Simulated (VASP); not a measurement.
## Pt: single point with PBE

Pt:

```
Pt
1.0
    -2.29649    2.29649    1.23647
     2.29649   -2.29649    1.23647
     2.29649    2.29649   -1.23647
Pt
2
Direct
  0.62500 0.87500 0.75000
  0.37500 0.12500 0.25000
```

| Property | Result |
| --- | --- |
| Program | VASP 6.6.1 |
| Task | single point |
| Functional | PBE |
| Potentials or basis | VASP PAW PBE potentials, release 64 (Pt) |
| Cutoff | 520 eV |
| k mesh | 16 × 16 × 16 |
| Occupations | fermi-dirac, width 0.05 eV |
| Spin | no spin polarisation |

The pressure is 115.8 GPa. The band gap on the k mesh is zero (bands 10 and 11 overlap by 2.85 eV).

Stress tensor (GPa, compression positive):
```
115.62   0.00   0.00
  0.00 115.62   0.00
  0.00   0.00 116.20
```

Levels at points of the mesh, in eV from the Fermi level:
```
           k point  band 6  band 7  band 8  band 9  band 10  band 11  band 12  band 13  band 14  band 15
(0.00, 0.00, 0.00)   -2.02   -2.02   -1.95   -1.95     0.65     2.29     5.23     5.23    15.06    16.76
(0.50, 0.00, 0.00)   -3.94   -2.47   -1.77   -0.49    -0.26     3.07     6.44     7.58     8.81    13.39
(0.50, 0.50, 0.00)   -5.29   -3.18   -3.18   -0.84    -0.84    -0.43    -0.43    13.06    13.06    15.15
(0.50, 0.50, 0.50)   -2.89   -1.90   -1.90   -1.53    -1.53    -1.51    -1.51     6.62     6.62    19.24
```

Run time: 4 min on 1 thread of Intel Xeon 8259CL, with other jobs on the host, peak memory 0.26 GiB.

Caveat: the cell stands under pressure; spin-orbit coupling is left out, which moves the levels of the heavy elements.
